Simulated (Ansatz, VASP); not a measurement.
**One calculation of Si8O17, two programs**

INCAR

```
SYSTEM = Si8O17
  PREC = Accurate
  ENCUT = 520
  EDIFF = 1E-7
  ISMEAR = -1
  SIGMA = 0.02
  LREAL = Auto
  LASPH = .TRUE.
  NELM = 150
  ALGO = Normal
  ISIF = 2
  LWAVE = .FALSE.
  LCHARG = .FALSE.
  ISPIN = 2
  MAGMOM = 0 0 0 0 0 0 0 0 0 0 0 0 0 0 0 0 0 0 0 0 0 0 0 0 1
  LORBIT = 11
  GGA = CA
  IBRION = 2
  NSW = 45
  EDIFFG = -0.08
```

The input KPOINTS:

```
Automatic mesh
0
G
  1 1 1
  0 0 0
```

Contents of POSCAR:

```
Si8O17
1.0
   -4.9501000000     -4.9501000000      0.0000000000
    4.9501000000     -4.9501000000      0.0000000000
    0.0000000000      0.0000000000      6.8760000000
Si O
8 17
Direct
    0.1973000000      0.5000000000      0.0000000000
    0.0000000000      0.1973000000      0.2500000000
    0.8027000000      0.5000000000      0.5000000000
    0.0000000000      0.8027000000      0.7500000000
    0.6973000000      0.0000000000      0.0000000000
    0.5000000000      0.6973000000      0.2500000000
    0.3027000000      0.0000000000      0.5000000000
    0.5000000000      0.3027000000      0.7500000000
    0.3263000000      0.5651000000      0.1817000000
    0.9349000000      0.3263000000      0.4317000000
    0.6737000000      0.4349000000      0.6817000000
    0.0651000000      0.6737000000      0.9317000000
    0.9349000000      0.6737000000      0.5683000000
    0.6737000000      0.5651000000      0.3183000000
    0.0651000000      0.3263000000      0.0683000000
    0.3263000000      0.4349000000      0.8183000000
    0.8263000000      0.0651000000      0.1817000000
    0.4349000000      0.8263000000      0.4317000000
    0.1737000000      0.9349000000      0.6817000000
    0.5651000000      0.1737000000      0.9317000000
    0.4349000000      0.1737000000      0.5683000000
    0.1737000000      0.0651000000      0.3183000000
    0.5651000000      0.8263000000      0.0683000000
    0.8263000000      0.9349000000      0.8183000000
    0.7511506000      0.3642590000      0.0911621000
```

Input for Ansatz:

```yaml
accuracy: low
crystal:
  lattice:
    - [-4.9501, -4.9501, 0.0]
    - [4.9501, -4.9501, 0.0]
    - [0.0, 0.0, 6.876]
  atoms:
    - { symbol: Si, position: [0.1973, 0.5, 0.0] }
    - { symbol: Si, position: [0.0, 0.1973, 0.25] }
    - { symbol: Si, position: [0.8027, 0.5, 0.5] }
    - { symbol: Si, position: [0.0, 0.8027, 0.75] }
    - { symbol: O, position: [0.3263, 0.5651, 0.1817] }
    - { symbol: O, position: [0.9349, 0.3263, 0.4317] }
    - { symbol: O, position: [0.6737, 0.4349, 0.6817] }
    - { symbol: O, position: [0.0651, 0.6737, 0.9317] }
    - { symbol: O, position: [0.9349, 0.6737, 0.5683] }
    - { symbol: O, position: [0.6737, 0.5651, 0.3183] }
    - { symbol: O, position: [0.0651, 0.3263, 0.0683] }
    - { symbol: O, position: [0.3263, 0.4349, 0.8183] }
    - { symbol: Si, position: [0.6973, 0.0, 0.0] }
    - { symbol: Si, position: [0.5, 0.6973, 0.25] }
    - { symbol: Si, position: [0.3027, 0.0, 0.5] }
    - { symbol: Si, position: [0.5, 0.3027, 0.75] }
    - { symbol: O, position: [0.8263, 0.0651, 0.1817] }
    - { symbol: O, position: [0.4349, 0.8263, 0.4317] }
    - { symbol: O, position: [0.1737, 0.9349, 0.6817] }
    - { symbol: O, position: [0.5651, 0.1737, 0.9317] }
    - { symbol: O, position: [0.4349, 0.1737, 0.5683] }
    - { symbol: O, position: [0.1737, 0.0651, 0.3183] }
    - { symbol: O, position: [0.5651, 0.8263, 0.0683] }
    - { symbol: O, position: [0.8263, 0.9349, 0.8183] }
    - { symbol: O, position: [0.7511506, 0.364259, 0.0911621], spin: 1.0 }
magnetization:
  spin_polarized: true
basis:
  ecutwfc: 420.0
kpoints:
  mp_grid: { grid: [1, 1, 1] }
hamiltonian:
  xc: lda
  pseudopotentials: { kind: paw, azcp: { folder: soft_1 } }
scf:
  occupations: { method: fermi_dirac, width: 0.02 }
  lower_state_search: "off"
relax:
  f_tol: 0.08
  max_steps: 25
  adjacent_minimum: "off"
```

Alike in both runs: task relaxation of the atoms; functional LDA; k mesh 1 × 1 × 1; occupations fermi-dirac, width 0.02 eV; collinear spin.

|  | VASP | Ansatz |
| --- | --- | --- |
| version | VASP 6.6.1 | Ansatz 0.2.0 |
| potentials or method | VASP PAW LDA potentials, release 64 (Si, O), cutoff 520 eV | scalar-relativistic, plane waves, PAW |
| valence electrons in the cell | 134 | 134 |

Ansatz gave:

- net moment per atom (μB): 0.08
- size of the moment on the site where the two differ most (μB): 1.52

Task: What did VASP give for the same quantities?

Result: net moment per atom (μB): 0.08; size of the moment on the site where the two differ most (μB): 1.34.

Ansatz warns that its potentials were made for another functional, while VASP's fit it. LDA's correlation is that of Perdew and Zunger in VASP and of Perdew and Wang (1992) in Ansatz. Site moments also hang on the region over which each program counts them.
